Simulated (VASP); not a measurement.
Input of a VASP 6.6.1 run:

The input INCAR:

```
PREC     = Accurate       # precision mode
ENCUT    = 520            # plane-wave cutoff, eV
EDIFF    = 1E-7           # SCF threshold, eV
ISMEAR   = 0              # smearing method
SIGMA    = 0.15           # smearing width, eV
LREAL    = False          # projectors in reciprocal space
LASPH    = True           # aspherical terms in the spheres
NELM     = 60             # most SCF steps
ALGO     = Normal         # electronic algorithm
ISIF     = 2              # what is computed and relaxed
LWAVE    = False          # write WAVECAR
LCHARG   = False          # write CHGCAR
GGA      = PS             # functional
NBANDS   = 18             # bands
```

File KPOINTS:

```
Automatic mesh
0
Gamma
  24 24 6
```

POSCAR

```
P
1.0
   -2.4347371633      0.0000000000     -0.0052449062
    0.0000000000     -2.4346254889      0.0000000000
   -0.5067518468      0.0000000000      9.5848461243
P
4
Direct
    0.8750000000      0.0000000000      0.6250000000
    0.9750000000      0.0000000000      0.1250000000
   -0.1750000000      0.0000000000      0.8750000000
   -0.0750000000      0.0000000000      0.3750000000
```

Potentials or basis: VASP PAW PBE potentials, release 64 (P).

The run is started by

```console
$ cat potpaw_PBE.64/P/POTCAR > POTCAR
$ mpirun -np 1 vasp_std > vasp.out
```

(1) Estimate the pressure.

(2) Estimate the largest force.

(3) Estimate the band gap on the k mesh.

Results:

(1) -0.1 GPa.

(2) 0.408 eV/Å.

(3) zero (bands 10 and 11 overlap by 8.41 eV).

Caveat: the PAW data sets were made with another functional, which shifts forces and pressure a little.
